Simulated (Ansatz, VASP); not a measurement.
**One calculation of SrCaTe2, two programs**

```
Ca Sr Te
1.0
     2.28960    1.32190    7.48262
    -2.28960    1.32190    7.48262
     0.00000   -2.64380    7.48262
Ca Sr Te
1 1 2
Direct
  0.00000 0.00000 0.00000
  0.50000 0.50000 0.50000
  0.25425 0.25425 0.25425
  0.74575 0.74575 0.74575
```

Alike in both runs: task single point; functional r2SCAN; k mesh 6 × 6 × 6; no spin polarisation.

|  | VASP | Ansatz |
| --- | --- | --- |
| version | VASP 6.6.1 | Ansatz 0.2.0 |
| potentials or method | VASP PAW PBE potentials, release 64 (Ca_sv, Sr_sv, Te) | plane waves, PAW |
| plane-wave cutoff (eV) | 520 | 500 |
| occupations | gaussian, width 0.01 eV | fixed |
| valence electrons in the cell | 32 | 52 |

```csv
,VASP,Ansatz,Ansatz less VASP
gap on the k mesh at the Fermi level (eV),1.95,1.97,+0.020
pressure (GPa),1.4,1.2,-0.15
```

VASP's potentials were made for PBE, not for r2SCAN. VASP's potentials hold 32 valence electrons a cell and Ansatz's 52, so a difference there can come from the potentials and not from the codes.

Spin-orbit coupling is off throughout.
